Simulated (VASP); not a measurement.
## NaCl: relaxation of cell and atoms with RPBE+D3(BJ)

Crystal: NaCl.

```
CELL_PARAMETERS angstrom
0.00000 2.79406 2.79406
2.79406 0.00000 2.79406
2.79406 2.79406 0.00000
ATOMIC_POSITIONS crystal
Cl 0.50000 0.50000 0.50000
Na 0.00000 0.00000 0.00000
```

* Program: VASP 6.6.1
* Task: relaxation of cell and atoms
* Functional: RPBE
* Dispersion: D3(BJ)
* Potentials or basis: VASP PAW PBE potentials, release 64 (Cl, Na_pv)
* Cutoff: 600 eV
* k mesh: 8 × 8 × 8
* Occupations: fermi-dirac, width 0.05 eV
* Spin: no spin polarisation
* Dipole correction: no
* Further INCAR settings: ALGO = Normal; EDIFF = 1e-07; IBRION = 2; EDIFFG = -0.01; NSW = 60; ISIF = 3

```
Relaxed volume                         : 17.84 Å³/atom
Relaxed cell                           : a = 3.695 Å, b = 3.695 Å, c = 3.695 Å, α = 60.00°, β = 60.00°, γ = 60.00°
Space group after relaxing (to 0.05 Å) : Fm-3m (No. 225)
Energy gained by relaxing              : 90.4 meV/atom
Ionic steps                            : 4
Pressure after relaxing                : 0.0 GPa
Band gap on the k mesh                 : 6.47 eV, direct
Dispersion energy per atom             : -1.207 eV
```

Step by step:
```csv
step,energy change (eV),largest force (eV/Å),pressure (GPa),volume (Å³)
1,0.0000,0.0000,-6.08,43.63
2,-0.1504,0.0000,-3.13,38.61
3,-0.1804,0.0000,-0.41,36.03
4,-0.1808,0.0000,0.05,35.68
```

Final structure:
```
Cl Na
1.0
     0.00000    2.61294    2.61294
     2.61294    0.00000    2.61294
     2.61294    2.61294    0.00000
Cl Na
1 1
Direct
  0.50000 0.50000 0.50000
  0.00000 0.00000 0.00000
```

Levels at points of the mesh, in eV from the valence-band top:
| k point | band 3 | band 4 | band 5 | band 6 | band 7 | band 8 | band 9 | band 10 | band 11 |
| --- | --- | --- | --- | --- | --- | --- | --- | --- | --- |
| (0.00, 0.00, 0.00) | -20.48 | -13.29 | 0.00 | 0.00 | 0.00 | 6.47 | 11.40 | 11.40 | 11.40 |
| (0.50, 0.00, 0.00) | -20.49 | -12.65 | -2.65 | -0.42 | -0.42 | 7.89 | 11.64 | 11.64 | 12.91 |
| (0.50, 0.50, 0.00) | -20.50 | -12.60 | -2.29 | -0.83 | -0.83 | 7.96 | 8.44 | 13.37 | 16.11 |

Run time: 43 s on 1 thread of Intel Xeon 6975P-C, on a shared host, peak memory 0.19 GiB.

Caveat: the volume moved by over 15 % at a fixed basis, so the end points are rough; the PAW data sets were made with another functional, which shifts forces and pressure a little. Expect the measured gap to be larger: semilocal functionals such as RPBE lack the derivative discontinuity.
